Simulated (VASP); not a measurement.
# Zn2B3 in VASP: single point with PBE

Aim: the single point of Zn2B3 with PBE.

Everything below comes from runs of VASP 6.6.1. Logs are shortened: lines on timing, memory, paths and dates and some standing lists are left out, and cuts for length are marked.

## Step 1: The cell of the first run

The typed cell holds 10 atoms: a = 3.476 Å, b = 3.476 Å, c = 9.625 Å, α = 90.00°, β = 90.00°, γ = 91.82°.

The cell was built from a structure type or drawn by symmetry, and may not be a known phase.

## Step 2: Single point, PBE

INCAR reads:

```
PREC = Accurate
ENCUT = 500
EDIFF = 1E-6
ISMEAR = 0
SIGMA = 0.2
LREAL = False
LASPH = True
NELM = 120
ALGO = Normal
ISIF = 2
LWAVE = False
LCHARG = False
GGA = PE
NBANDS = 44
GGA_COMPAT = False
```

KPOINTS reads:

```
regular mesh
0
Gamma
  5 5 2
```

POSCAR reads:

```
Zn2B3
1.0
    2.4181878215     -2.4964405566      0.0000000000
    2.4181878215      2.4964405566      0.0000000000
    0.0000000000      0.0000000000      9.6248406964
Zn B
4 6
Direct
    0.7503720814      0.7504458621      0.2500000000
    0.2496279186      0.2495541379      0.7500000000
    0.2495541379      0.2496279186      0.2500000000
    0.7504458621      0.7503720814      0.7500000000
    0.6667218206      0.6667218206      0.0000000000
    0.3332781794      0.3332781794      0.5000000000
    0.3332781794      0.3332781794      0.0000000000
    0.6667218206      0.6667218206      0.5000000000
    0.0000000000      0.0000000000      0.0000000000
    0.0000000000      0.0000000000      0.5000000000
```

Potentials or basis: VASP PAW PBE potentials, release 64 (Zn, B).

Run with:

```
cat potpaw_PBE.64/Zn/POTCAR potpaw_PBE.64/B/POTCAR > POTCAR
mpirun -np 1 vasp_std > vasp.out
```

OUTCAR:

```text
PREC = Accurate
   ENCUT = 500
   EDIFF = 1E-6
   ISMEAR = 0
   LREAL = False
   LASPH = True
   NELM = 120
   ISIF = 2
   GGA = PE

 ion  position               nearest neighbor table
   1  0.750  0.750  0.250-   3 2.41   3 2.42   8 2.44   5 2.44   3 2.50   3 2.50
   2  0.250  0.250  0.750-   4 2.41   4 2.42   6 2.44   7 2.44   4 2.50   4 2.50
   3  0.250  0.250  0.250-   1 2.41   1 2.42   6 2.44   7 2.44   1 2.50   1 2.50
   4  0.750  0.750  0.750-   2 2.41   2 2.42   8 2.44   5 2.44   2 2.50   2 2.50
   5  0.667  0.667  0.000-   9 1.61   7 1.61   1 2.44   4 2.44
   6  0.333  0.333  0.500-  10 1.61   8 1.61   2 2.44   3 2.44
   7  0.333  0.333  0.000-   9 1.61   5 1.61   2 2.44   3 2.44
   8  0.667  0.667  0.500-  10 1.61   6 1.61   1 2.44   4 2.44
   9  0.000  0.000  0.000-   5 1.61   7 1.61
  10  0.000  0.000  0.500-   6 1.61   8 1.61

  LATTYP: Found a base centered orthorhombic cell.
 ALAT       =     4.8363756430
 B/A-ratio  =     1.0323600733
 C/A-ratio  =     1.9900936997

  Lattice vectors:

 A1 = (   2.4181878215,  -2.4964405566,   0.0000000000)
 A2 = (   2.4181878215,   2.4964405566,   0.0000000000)
 A3 = (   0.0000000000,   0.0000000000,   9.6248406964)

Analysis of symmetry for initial positions (statically):
=====================================================================
 Subroutine PRICEL returns:
 Original cell was already a primitive cell.

 Routine SETGRP: Setting up the symmetry group for a
 base centered orthorhombic supercell.

 Subroutine GETGRP returns: Found  8 space group operations
 (whereof  4 operations were pure point group operations)
 out of a pool of  8 trial point group operations.

The static configuration has the point symmetry C_2h.
 The point group associated with its full space group is D_2h.

Analysis of symmetry for dynamics (positions and initial velocities):
=====================================================================
 Subroutine PRICEL returns:
 Original cell was already a primitive cell.

 Routine SETGRP: Setting up the symmetry group for a
 base centered orthorhombic supercell.

 Subroutine GETGRP returns: Found  8 space group operations
 (whereof  4 operations were pure point group operations)
 out of a pool of  8 trial point group operations.

The dynamic configuration has the point symmetry C_2h.
 The point group associated with its full space group is D_2h.

 Subroutine INISYM returns: Found  8 space group operations
 (whereof  4 operations are pure point group operations),
 and found     1 'primitive' translations

----------------------------------------------------------------------------------------

                                     Primitive cell

  volume of cell :     116.2077

  direct lattice vectors                    reciprocal lattice vectors
     2.418187822 -2.496440557  0.000000000     0.206766404 -0.200285161  0.000000000
     2.418187822  2.496440557  0.000000000     0.206766404  0.200285161  0.000000000
     0.000000000  0.000000000  9.624840696     0.000000000  0.000000000  0.103897824

  length of vectors
     3.475607543  3.475607543  9.624840696     0.287865406  0.287865406  0.103897824

  position of ions in fractional coordinates (direct lattice)
     0.750372081  0.750445862  0.250000000
     0.249627919  0.249554138  0.750000000
     0.249554138  0.249627919  0.250000000
     0.750445862  0.750372081  0.750000000
     0.666721821  0.666721821  0.000000000
     0.333278179  0.333278179  0.500000000
     0.333278179  0.333278179  0.000000000
     0.666721821  0.666721821  0.500000000
     0.000000000  0.000000000  0.000000000
     0.000000000  0.000000000  0.500000000

  ion indices of the primitive-cell ions
   primitive index   ion index
                 1           1
                 2           2
                 3           3
                 4           4
                 5           5
                 6           6
                 7           7
                 8           8
                 9           9
                10          10

----------------------------------------------------------------------------------------

 KPOINTS: regular mesh

Automatic generation of k-mesh.
 Grid dimensions read from file:
 generate k-points for:    5    5    2

 Generating k-lattice:

  Cartesian coordinates                     Fractional coordinates (reciprocal lattice)
     0.041353281 -0.040057032  0.000000000     0.200000000 -0.000000000  0.000000000
     0.041353281  0.040057032  0.000000000    -0.000000000  0.200000000  0.000000000
     0.000000000  0.000000000  0.051948912     0.000000000  0.000000000  0.500000000

  Length of vectors
     0.057573081  0.057573081  0.051948912

  Shift w.r.t. Gamma in fractional coordinates (k-lattice)
     0.000000000  0.000000000  0.000000000

 Subroutine IBZKPT returns following result:
 ===========================================

 Found     18 irreducible k-points:

 Following reciprocal coordinates:
            Coordinates               Weight
  0.000000  0.000000  0.000000      1.000000
  0.200000  0.000000  0.000000      4.000000
  0.400000  0.000000  0.000000      4.000000
  0.200000  0.200000  0.000000      2.000000
  0.400000  0.200000  0.000000      4.000000
 -0.400000  0.200000  0.000000      4.000000
[... 10 lines left out ...]
  0.400000  0.400000  0.500000      2.000000
 -0.400000  0.400000  0.500000      2.000000
   k-points           NKPTS =     18   k-points in BZ     NKDIM =     18   number of bands    NBANDS=     44
   number of dos      NEDOS =    301   number of ions     NIONS =     10
   total plane-waves  NPLWV =  54880
   dimension x,y,z NGX =    28 NGY =   28 NGZ =   70
   dimension x,y,z NGXF=    56 NGYF=   56 NGZF=  140
   ions per type =               4   6
   NGX,Y,Z   is equivalent  to a cutoff of  13.39, 13.39, 12.09 a.u.
   NGXF,Y,Z  is equivalent  to a cutoff of  26.79, 26.79, 24.18 a.u.
 SYSTEM =  unknown system
   PREC   = accura    normal or accurate (medium, high low for compatibility)
   ISTART =      0    job   : 0-new  1-cont  2-samecut
   ICHARG =      2    charge: 1-file 2-atom 10-const
   ISPIN  =      1    spin polarized calculation?
   LNONCOLLINEAR =      F non collinear calculations
   LSORBIT =      F    spin-orbit coupling
   LASPH  =      T    aspherical Exc in radial PAW
   ENCUT  =  500.0 eV  36.75 Ry    6.06 a.u.   6.34  6.34 17.55*2*pi/ulx,y,z
   NELM   =    120;   NELMIN=  2; NELMDL= -5     # of ELM steps
   EDIFF  = 0.1E-05   stopping-criterion for ELM
   LREAL  =      F    real-space projection
   EDIFFG = 0.1E-04   stopping-criterion for IOM
   NSW    =      0    number of steps for IOM
   IBRION =     -1    ionic relax: 0-MD 1-quasi-New 2-CG
   NFREE  =      0    steps in history (QN), initial steepest desc. (CG)
   ISIF   =      2    stress and relaxation
   ISYM   =      2    0-nonsym 1-usesym 2-fastsym
   POTIM  = 0.5000    time-step for ionic-motion
   TEBEG  =    0.0;   TEEND  =   0.0 temperature during run
   PSTRESS=    0.0 pullay stress
   NELECT =      66.0000    total number of electrons
   NUPDOWN=      -1.0000    fix difference up-down
   EMIN   =  10.00;   EMAX   =-10.00  energy-range for DOS
   EFERMI =   0.00;   METHOD = LEGACY
   ISMEAR =     0;   SIGMA  =   0.20  broadening in eV -4-tet -1-fermi 0-gaus
   EFERMI_NEDOS =   21; number of points for ismear=-14 and -15
   IALGO  =     38    algorithm
   IMIX   =      4    mixing-type and parameters
     AMIX     =   0.40;   BMIX     =  1.00
     AMIX_MAG =   1.60;   BMIX_MAG =  1.00
  volume/ion in A,a.u.               =      11.62        78.42
  Fermi-wavevector in a.u.,A,eV,Ry     =   1.355745  2.561986 25.008098  1.838043
  Thomas-Fermi vector in A             =   2.482806
   LORBIT       =      0    0 simple, 1 ext, 2 COOP (PROOUT), +10 PAW based schemes
   GGA     = PE    functional components
   LHFCALC =     F    Hartree Fock is set to
   AEXX    =    0.0000 exact exchange contribution
   IVDW    =     0    specifies the selected vdW correction
   LEPSILON=     F    determine dielectric tensor
   LRPA    =     F    only Hartree local field effects (RPA)
 non-spin polarized calculation
 Gauss-broadening in eV      SIGMA  =   0.20
  energy-cutoff  :      500.00
  volume of cell :      116.21
 maximum number of plane-waves:      2974
 NGX is ok and might be reduce to    28
   NGX = 13   NGY = 13   NGZ = 35

 number of electron      65.9999984 magnetization

 Free energy of the ion-electron system (eV)
  ---------------------------------------------------
  ext. energy  EPLUGINS =         0.00000000
  ---------------------------------------------------
  free energy    TOTEN  =       -37.96002981 eV

  energy without entropy =      -37.88441008  energy(sigma->0) =      -37.92221995

 E-fermi :   3.4246     XC(G=0): -11.1547

 val. band max:        3.3926396460   @ k =  -0.4000   0.4000   0.0000
 cond. band min:       3.4408173084   @ k =   0.4000   0.0000   0.5000
 fundamental gap:      0.0481776624
 Fermi energy:         3.4245768606

 k-point     1 :       0.0000    0.0000    0.0000
  band No.  band energies     occupation
      1      -8.7635      2.00000
      2      -8.1641      2.00000
      3      -5.6489      2.00000
      4      -4.9226      2.00000
      5      -4.7872      2.00000
      6      -4.7598      2.00000
[... 36 lines left out ...]
     43       8.0678      0.00000
     44       8.7446      0.00000

 k-point     2 :       0.2000    0.0000    0.0000
  band No.  band energies     occupation
      1      -8.3661      2.00000
      2      -7.8019      2.00000
      3      -5.1556      2.00000
      4      -4.7206      2.00000
      5      -4.6436      2.00000
      6      -4.5991      2.00000
[... 36 lines left out ...]
     43       8.9168      0.00000
     44       9.4509      0.00000

 k-point     3 :       0.4000    0.0000    0.0000
  band No.  band energies     occupation
      1      -7.2156      2.00000
      2      -6.7466      2.00000
      3      -5.5104      2.00000
      4      -5.1962      2.00000
      5      -4.3002      2.00000
      6      -4.2945      2.00000
[... 36 lines left out ...]
     43      10.8514      0.00000
     44      11.0181      0.00000

 k-point     4 :       0.2000    0.2000    0.0000
  band No.  band energies     occupation
      1      -7.9737      2.00000
      2      -7.4632      2.00000
      3      -4.7654      2.00000
      4      -4.6532      2.00000
      5      -4.4251      2.00000
      6      -4.4061      2.00000
[... 600 lines left out ...]
     43       8.9016      0.00000
     44       8.9016      0.00000

 k-point    17 :       0.4000    0.4000    0.5000
  band No.  band energies     occupation
      1      -5.7106      2.00000
      2      -5.7106      2.00000
      3      -4.8724      2.00000
      4      -4.8724      2.00000
      5      -4.4880      2.00000
      6      -4.4880      2.00000
[... 36 lines left out ...]
     43      10.9856      0.00000
     44      10.9856      0.00000

 k-point    18 :      -0.4000    0.4000    0.5000
  band No.  band energies     occupation
      1      -5.7149      2.00000
      2      -5.7149      2.00000
      3      -4.6891      2.00000
      4      -4.6891      2.00000
      5      -4.6573      2.00000
      6      -4.6573      2.00000
[... 36 lines left out ...]
     43      11.0820      0.00000
     44      11.1066      0.00000

------------------------ aborting loop because EDIFF is reached ----------------------------------------

  FORCE on cell =-STRESS in cart. coord.  units (eV):
  Direction    XX          YY          ZZ          XY          YZ          ZX
  --------------------------------------------------------------------------------------
  -------------------------------------------------------------------------------------
  Total        0.0542800      0.4285172      0.6792327      0.0000000      0.0000000      0.0000000
  in kB        0.7483689      5.9080479      9.3647111      0.0000000      0.0000000      0.0000000
  external PRESSURE =       5.3403760 kB  Pullay stress =       0.0000000 kB

 VOLUME and BASIS-vectors are now :
 -----------------------------------------------------------------------------
  energy-cutoff  :      500.00
  volume of cell :      116.21
      direct lattice vectors                 reciprocal lattice vectors
     2.418187822 -2.496440557  0.000000000     0.206766404 -0.200285161  0.000000000
     2.418187822  2.496440557  0.000000000     0.206766404  0.200285161  0.000000000
     0.000000000  0.000000000  9.624840696     0.000000000  0.000000000  0.103897824

 POSITION                                       TOTAL-FORCE (eV/Angst)
 -----------------------------------------------------------------------------------
      3.62926      0.00018      2.40621        -0.000568     -0.000128      0.000000
      1.20712     -0.00018      7.21863         0.000568      0.000128      0.000000
      1.20712      0.00018      2.40621         0.000568     -0.000128      0.000000
      3.62926     -0.00018      7.21863        -0.000568      0.000128     -0.000000
      3.22452      0.00000      0.00000        -0.015599      0.000000      0.000000
      1.61186      0.00000      4.81242         0.015599      0.000000      0.000000
      1.61186      0.00000      0.00000         0.015599      0.000000     -0.000000
      3.22452      0.00000      4.81242        -0.015599      0.000000      0.000000
      0.00000      0.00000      0.00000        -0.000000      0.000000      0.000000
      0.00000      0.00000      4.81242        -0.000000     -0.000000      0.000000
 -----------------------------------------------------------------------------------
    total drift:                                0.000000      0.000000      0.000000

  FREE ENERGIE OF THE ION-ELECTRON SYSTEM (eV)
  ---------------------------------------------------
  free  energy   TOTEN  =       -37.9600298142 eV

  energy  without entropy=      -37.8844100775  energy(sigma->0) =      -37.92221995
```

Run time: 72 s. Hardware: 1 thread of AMD EPYC 9R45 (Zen 5), shared host; peak memory 0.2 GiB.

Results:

| Property | Result |
| --- | --- |
| Free energy | -37.9600 eV |
| Pressure | 0.5 GPa |
| Largest force | 0.016 eV/Å |
| Band gap on the k mesh | zero (bands 33 and 34 overlap by 2.44 eV) |

Forces on the atoms (eV/Å):
```
Zn  -0.001  0.000  0.000
Zn   0.001  0.000  0.000
Zn   0.001  0.000  0.000
Zn  -0.001  0.000  0.000
B   -0.016  0.000  0.000
B    0.016  0.000  0.000
B    0.016  0.000  0.000
B   -0.016  0.000  0.000
B    0.000  0.000  0.000
B    0.000  0.000  0.000
```

Caveat: the k points lie up to 0.36 Å⁻¹ apart, too coarse for converged energies and pressures of a metal.
